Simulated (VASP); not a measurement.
# Ti2W (Fmmm) in VASP: further runs

Runs on Ti2W. Level: PBE. Tasks: single point.

Program: VASP 6.6.1. These are calculated values, not measurements. Logs are shortened: lines on timing, memory, paths and dates and some standing lists are left out, and cuts for length are marked.

## Step 1: The cell of the first run

The structure is orthorhombic, space group Fmmm (No. 69). The conventional cell has a = 3.127 Å, b = 4.422 Å, c = 13.266 Å, α = 90.00°, β = 90.00°, γ = 90.00°. Within 3.6 Å of Ti (site symmetry mm2) lie 10 Ti at 2.71 to 3.13 Å and 4 W at 2.71 to 3.13 Å. Within 3.6 Å of W (site symmetry mmm) lie 6 W at 2.71 to 3.13 Å and 8 Ti at 2.71 to 3.13 Å.

## Step 2: Single point, PBE

File INCAR:

```
SYSTEM = Ti2W
PREC = Accurate
ENCUT = 520
EDIFF = 1E-6
ISMEAR = 0
SIGMA = 0.1
LREAL = .FALSE.
LASPH = .TRUE.
NELM = 60
ALGO = Normal
ISIF = 2
LWAVE = .FALSE.
LCHARG = .TRUE.
GGA = PE
LELF = .TRUE.
LVHAR = .TRUE.
NBANDS = 26
```

File KPOINTS:

```
regular mesh
0
G
  6 6 6
  0 0 0
```

File POSCAR:

```
Ti2W
1.0
    0.0000000000      2.2110410500      6.6331231400
    1.5634421200      0.0000000000      6.6331231400
    1.5634421200      2.2110410500      0.0000000000
Ti W
2 1
Direct
    0.6666666700      0.6666666700      0.3333333300
    0.3333333300      0.3333333300      0.6666666700
    0.0000000000      0.0000000000      0.0000000000
```

Potentials or basis: VASP PAW PBE potentials, release 64 (Ti_sv, W_sv).

Command:

```bash
cat potpaw_PBE.64/Ti_sv/POTCAR potpaw_PBE.64/W_sv/POTCAR > POTCAR
mpirun -np 1 vasp_std > vasp.out
```

OUTCAR:

```text
SYSTEM = Ti2W
   PREC = Accurate
   ENCUT = 520
   EDIFF = 1E-6
   ISMEAR = 0
   LREAL = .FALSE.
   LASPH = .TRUE.
   NELM = 60
   ISIF = 2
   GGA = PE

 ion  position               nearest neighbor table
   1  0.667  0.667  0.333-   2 2.71   2 2.71   3 2.71   3 2.71   3 3.13   3 3.13
   2  0.333  0.333  0.667-   1 2.71   1 2.71   3 2.71   3 2.71   3 3.13   3 3.13
   3  0.000  0.000  0.000-   1 2.71   1 2.71   2 2.71   2 2.71   2 3.13   1 3.13   1 3.13   2 3.13

  LATTYP: Found a face centered orthorhombic cell.
 ALAT       =     3.1268842400
 B/A-ratio  =     1.4142135623
 C/A-ratio  =     4.2426406806

  Lattice vectors:

 A1 = (   0.0000000000,   2.2110410500,   6.6331231400)
 A2 = (   1.5634421200,   0.0000000000,   6.6331231400)
 A3 = (   1.5634421200,   2.2110410500,   0.0000000000)

Analysis of symmetry for initial positions (statically):
=====================================================================
 Subroutine PRICEL returns:
 Original cell was already a primitive cell.

 Routine SETGRP: Setting up the symmetry group for a
 face centered orthorhombic supercell.

 Subroutine GETGRP returns: Found  8 space group operations
 (whereof  8 operations were pure point group operations)
 out of a pool of  8 trial point group operations.

The static configuration has the point symmetry D_2h.

Analysis of symmetry for dynamics (positions and initial velocities):
=====================================================================
 Subroutine PRICEL returns:
 Original cell was already a primitive cell.

 Routine SETGRP: Setting up the symmetry group for a
 face centered orthorhombic supercell.

 Subroutine GETGRP returns: Found  8 space group operations
 (whereof  8 operations were pure point group operations)
 out of a pool of  8 trial point group operations.

The dynamic configuration has the point symmetry D_2h.

 Subroutine INISYM returns: Found  8 space group operations
 (whereof  8 operations are pure point group operations),
 and found     1 'primitive' translations

----------------------------------------------------------------------------------------

                                     Primitive cell

  volume of cell :      45.8592

  direct lattice vectors                    reciprocal lattice vectors
     0.000000000  2.211041050  6.633123140    -0.319807170  0.226137819  0.075379273
     1.563442120  0.000000000  6.633123140     0.319807170 -0.226137819  0.075379273
     1.563442120  2.211041050  0.000000000     0.319807170  0.226137819 -0.075379273

  length of vectors
     6.991925709  6.814886195  2.707961186     0.398869620  0.398869620  0.398869620

  position of ions in fractional coordinates (direct lattice)
     0.666666670  0.666666670  0.333333330
     0.333333330  0.333333330  0.666666670
     0.000000000  0.000000000  0.000000000

  ion indices of the primitive-cell ions
   primitive index   ion index
                 1           1
                 2           2
                 3           3

----------------------------------------------------------------------------------------

 KPOINTS: regular mesh

Automatic generation of k-mesh.
 Grid dimensions read from file:
 generate k-points for:    6    6    6

 Generating k-lattice:

  Cartesian coordinates                     Fractional coordinates (reciprocal lattice)
    -0.053301195  0.037689636  0.012563212     0.166666667  0.000000000  0.000000000
     0.053301195 -0.037689636  0.012563212     0.000000000  0.166666667 -0.000000000
     0.053301195  0.037689636 -0.012563212     0.000000000 -0.000000000  0.166666667

  Length of vectors
     0.066478270  0.066478270  0.066478270

  Shift w.r.t. Gamma in fractional coordinates (k-lattice)
     0.000000000  0.000000000  0.000000000

 Subroutine IBZKPT returns following result:
 ===========================================

 Found     46 irreducible k-points:

 Following reciprocal coordinates:
            Coordinates               Weight
  0.000000  0.000000  0.000000      1.000000
  0.166667  0.000000  0.000000      8.000000
  0.333333 -0.000000  0.000000      8.000000
  0.500000  0.000000  0.000000      4.000000
  0.166667  0.166667  0.000000      2.000000
  0.333333  0.166667  0.000000      8.000000
[... 16 lines left out ...]
 -0.166667  0.166667  0.166667      8.000000
  0.500000  0.333333  0.166667      4.000000
 [... further k-points ...]
   k-points           NKPTS =     46   k-points in BZ     NKDIM =     46   number of bands    NBANDS=     26
   number of dos      NEDOS =    301   number of ions     NIONS =      3
   total plane-waves  NPLWV =  58320
   dimension x,y,z NGX =    54 NGY =   54 NGZ =   20
   dimension x,y,z NGXF=   108 NGYF=  108 NGZF=   40
   ions per type =               2   1
   NGX,Y,Z   is equivalent  to a cutoff of  12.84, 13.17, 12.28 a.u.
   NGXF,Y,Z  is equivalent  to a cutoff of  25.68, 26.35, 24.56 a.u.
 SYSTEM =  Ti2W
   PREC   = accura    normal or accurate (medium, high low for compatibility)
   ISTART =      0    job   : 0-new  1-cont  2-samecut
   ICHARG =      2    charge: 1-file 2-atom 10-const
   ISPIN  =      1    spin polarized calculation?
   LNONCOLLINEAR =      F non collinear calculations
   LSORBIT =      F    spin-orbit coupling
   LASPH  =      T    aspherical Exc in radial PAW
   ENCUT  =  520.0 eV  38.22 Ry    6.18 a.u.  13.00 12.67  5.04*2*pi/ulx,y,z
   NELM   =     60;   NELMIN=  2; NELMDL= -5     # of ELM steps
   EDIFF  = 0.1E-05   stopping-criterion for ELM
   LREAL  =      F    real-space projection
   EDIFFG = 0.1E-04   stopping-criterion for IOM
   NSW    =      0    number of steps for IOM
   IBRION =     -1    ionic relax: 0-MD 1-quasi-New 2-CG
   NFREE  =      0    steps in history (QN), initial steepest desc. (CG)
   ISIF   =      2    stress and relaxation
   ISYM   =      2    0-nonsym 1-usesym 2-fastsym
   POTIM  = 0.5000    time-step for ionic-motion
   TEBEG  =    0.0;   TEEND  =   0.0 temperature during run
   PSTRESS=    0.0 pullay stress
   NELECT =      38.0000    total number of electrons
   NUPDOWN=      -1.0000    fix difference up-down
   EMIN   =  10.00;   EMAX   =-10.00  energy-range for DOS
   EFERMI =   0.00;   METHOD = LEGACY
   ISMEAR =     0;   SIGMA  =   0.10  broadening in eV -4-tet -1-fermi 0-gaus
   EFERMI_NEDOS =   21; number of points for ismear=-14 and -15
   IALGO  =     38    algorithm
   IMIX   =      4    mixing-type and parameters
     AMIX     =   0.40;   BMIX     =  1.00
     AMIX_MAG =   1.60;   BMIX_MAG =  1.00
  volume/ion in A,a.u.               =      15.29       103.16
  Fermi-wavevector in a.u.,A,eV,Ry     =   1.537661  2.905757 32.169615  2.364400
  Thomas-Fermi vector in A             =   2.644138
   LORBIT       =      0    0 simple, 1 ext, 2 COOP (PROOUT), +10 PAW based schemes
   GGA     = PE    functional components
   LHFCALC =     F    Hartree Fock is set to
   AEXX    =    0.0000 exact exchange contribution
   IVDW    =     0    specifies the selected vdW correction
   LEPSILON=     F    determine dielectric tensor
   LRPA    =     F    only Hartree local field effects (RPA)
 non-spin polarized calculation
 Gauss-broadening in eV      SIGMA  =   0.10
  energy-cutoff  :      520.00
  volume of cell :       45.86
 maximum number of plane-waves:      1252
 NGX is ok and might be reduce to    54
   NGX = 25   NGY = 25   NGZ = 11

 number of electron      38.0000000 magnetization

 Free energy of the ion-electron system (eV)
  ---------------------------------------------------
  ext. energy  EPLUGINS =         0.00000000
  ---------------------------------------------------
  free energy    TOTEN  =       -28.30928737 eV

  energy without entropy =      -28.27826809  energy(sigma->0) =      -28.29377773

 E-fermi :  10.0314     XC(G=0): -12.7010

 val. band max:       10.0237241908   @ k =   0.3333  -0.3333   0.1667
 cond. band min:      10.0320823929   @ k =   0.3333   0.1667   0.0000
 fundamental gap:      0.0083582021
 Fermi energy:        10.0313917389

 k-point     1 :       0.0000    0.0000    0.0000
  band No.  band energies     occupation
      1     -63.2486      2.00000
      2     -46.2395      2.00000
      3     -46.1323      2.00000
      4     -27.5792      2.00000
      5     -27.0605      2.00000
      6     -26.8540      2.00000
[... 18 lines left out ...]
     25      13.1692      0.00000
     26      13.1702      0.00000

 k-point     2 :       0.1667    0.0000    0.0000
  band No.  band energies     occupation
      1     -63.2289      2.00000
      2     -46.2055      2.00000
      3     -46.1120      2.00000
      4     -27.5437      2.00000
      5     -27.2672      2.00000
      6     -26.9389      2.00000
[... 18 lines left out ...]
     25      12.8052      0.00000
     26      13.2319      0.00000

 k-point     3 :       0.3333   -0.0000    0.0000
  band No.  band energies     occupation
      1     -63.1893      2.00000
      2     -46.1312      2.00000
      3     -46.0765      2.00000
      4     -27.7783      2.00000
      5     -27.4715      2.00000
      6     -26.9806      2.00000
[... 18 lines left out ...]
     25      13.4654      0.00000
     26      13.5870      0.00000

 k-point     4 :       0.5000    0.0000    0.0000
  band No.  band energies     occupation
      1     -63.1695      2.00000
      2     -46.0763      2.00000
      3     -46.0761      2.00000
      4     -28.0291      2.00000
      5     -27.4349      2.00000
      6     -26.9931      2.00000
[... 18 lines left out ...]
     25      13.6723      0.00000
     26      13.7138      0.00000
[... 496 lines left out ...]
      1     -63.1550      2.00000
      2     -46.0761      2.00000
      3     -46.0395      2.00000
      4     -27.9780      2.00000
      5     -27.4115      2.00000
      6     -27.2135      2.00000
[... 18 lines left out ...]
     25      13.7198      0.00000
     26      14.2353      0.00000

 k-point    23 :      -0.1667    0.1667    0.1667
  band No.  band energies     occupation
      1     -63.1695      2.00000
      2     -46.0844      2.00000
      3     -46.0684      2.00000
      4     -27.7876      2.00000
      5     -27.4346      2.00000
      6     -27.2598      2.00000
[... 18 lines left out ...]
     25      13.4998      0.00000
     26      13.6930      0.00000

 k-point    24 :       0.5000    0.3333    0.1667
  band No.  band energies     occupation
      1     -63.2146      2.00000
      2     -46.1907      2.00000
      3     -46.0903      2.00000
      4     -27.5222      2.00000
      5     -27.1916      2.00000
      6     -27.1799      2.00000
[... 18 lines left out ...]
     25      12.1005      0.00000
     26      12.1487      0.00000

 [... further k-points ...]

------------------------ aborting loop because EDIFF is reached ----------------------------------------

  FORCE on cell =-STRESS in cart. coord.  units (eV):
  Direction    XX          YY          ZZ          XY          YZ          ZX
  --------------------------------------------------------------------------------------
  -------------------------------------------------------------------------------------
  Total        4.4643763      3.4234007      4.3950385      0.0000000      0.0000000      0.0000000
  in kB      155.9713044    119.6028818    153.5488609      0.0000000      0.0000000      0.0000000
  external PRESSURE =     143.0410157 kB  Pullay stress =       0.0000000 kB

 VOLUME and BASIS-vectors are now :
 -----------------------------------------------------------------------------
  energy-cutoff  :      520.00
  volume of cell :       45.86
      direct lattice vectors                 reciprocal lattice vectors
     0.000000000  2.211041050  6.633123140    -0.319807170  0.226137819  0.075379273
     1.563442120  0.000000000  6.633123140     0.319807170 -0.226137819  0.075379273
     1.563442120  2.211041050  0.000000000     0.319807170  0.226137819 -0.075379273

 POSITION                                       TOTAL-FORCE (eV/Angst)
 -----------------------------------------------------------------------------------
      1.56344      2.21104      8.84416        -0.000000     -0.000000     -0.320029
      1.56344      2.21104      4.42208        -0.000000     -0.000000      0.320029
      0.00000      0.00000      0.00000         0.000000      0.000000      0.000000
 -----------------------------------------------------------------------------------
    total drift:                                0.000000      0.000000      0.000000

  FREE ENERGIE OF THE ION-ELECTRON SYSTEM (eV)
  ---------------------------------------------------
  free  energy   TOTEN  =       -28.3092873691 eV

  energy  without entropy=      -28.2782680852  energy(sigma->0) =      -28.29377773
```

Wall time 3.1 min (1 thread of Intel Xeon 8259CL, shared host); peak memory 0.25 GiB.

Results:

```yaml
Free_energy: -28.3093 eV
Pressure: 14.3 GPa
Largest_force: 0.320 eV/Å
Band_gap_on_the_k_mesh: zero (bands 19 and 20 overlap by 2.22 eV)
```

Forces on the atoms (eV/Å):
```
Ti   0.000  0.000 -0.320
Ti   0.000  0.000  0.320
W    0.000  0.000  0.000
```

Stress tensor (GPa, compression positive):
```
15.60  0.00  0.00
 0.00 11.96  0.00
 0.00  0.00 15.35
```

Caveat: the k points lie up to 0.42 Å⁻¹ apart, too coarse for converged energies and pressures of a metal; spin-orbit coupling is left out, which moves the levels of the heavy elements.

## Step 3: Single point, PBE

This run uses another cell than the first one, of 16.63 Å³/atom.

File INCAR:

```
SYSTEM = Ti2W
PREC = Accurate
ENCUT = 520
EDIFF = 1E-6
ISMEAR = 0
SIGMA = 0.1
LREAL = .False.
LASPH = .True.
NELM = 100
ALGO = Normal
ISIF = 2
LWAVE = .False.
LCHARG = .False.
GGA = PE
NBANDS = 26
```

File KPOINTS:

```
Automatic mesh
0
Gamma
  6 6 6
  0 0 0
```

File POSCAR:

```
Ti2W
1.0
    0.0000000000      2.2422069926      6.8921806382
    1.6142165576      0.0000000000      6.8921806382
    1.6142165576      2.2422069926      0.0000000000
Ti W
2 1
Direct
    0.6618443623      0.6618443623      0.3381556377
    0.3381556377      0.3381556377      0.6618443623
    0.0000000000      0.0000000000      0.0000000000
```

Potentials or basis: VASP PAW PBE potentials, release 64 (Ti_sv, W_sv).

Command:

```bash
cat potpaw_PBE.64/Ti_sv/POTCAR potpaw_PBE.64/W_sv/POTCAR > POTCAR
mpirun -np 1 vasp_std > vasp.out
```

It took 3.6 min on 1 thread of Intel Xeon 8259CL, shared host; peak memory 0.27 GiB.

The run converged. Its results:

```
Free energy            : -28.5034 eV
Pressure               : 0.0 GPa
Largest force          : 0.009 eV/Å
Band gap on the k mesh : zero (bands 19 and 20 overlap by 1.91 eV)
```

Forces on the atoms (eV/Å):
```
Ti   0.000  0.000 -0.009
Ti   0.000  0.000  0.009
W    0.000  0.000  0.000
```

Stress tensor (GPa, compression positive):
```
-0.04  0.00  0.00
 0.00  0.13  0.00
 0.00  0.00 -0.18
```

Levels at points of the mesh, in eV from the Fermi level:
| k point | band 17 | band 18 | band 19 | band 20 | band 21 | band 22 |
| --- | --- | --- | --- | --- | --- | --- |
| (0.00, 0.00, 0.00) | -0.65 | -0.18 | 0.47 | 0.59 | 0.60 | 0.63 |
| (0.50, 0.00, 0.00) | -0.89 | -0.53 | -0.21 | 0.12 | 1.25 | 2.67 |
| (0.50, 0.50, 0.00) | 0.11 | 0.19 | 0.33 | 0.43 | 1.05 | 1.21 |
| (0.50, 0.00, 0.50) | -1.63 | -1.38 | 1.48 | 2.04 | 2.47 | 2.52 |
| (0.00, 0.50, 0.50) | -1.00 | -0.44 | -0.34 | 0.44 | 1.81 | 1.88 |

Caveat: the k points lie up to 0.41 Å⁻¹ apart, too coarse for converged energies and pressures of a metal; spin-orbit coupling is left out, which moves the levels of the heavy elements.
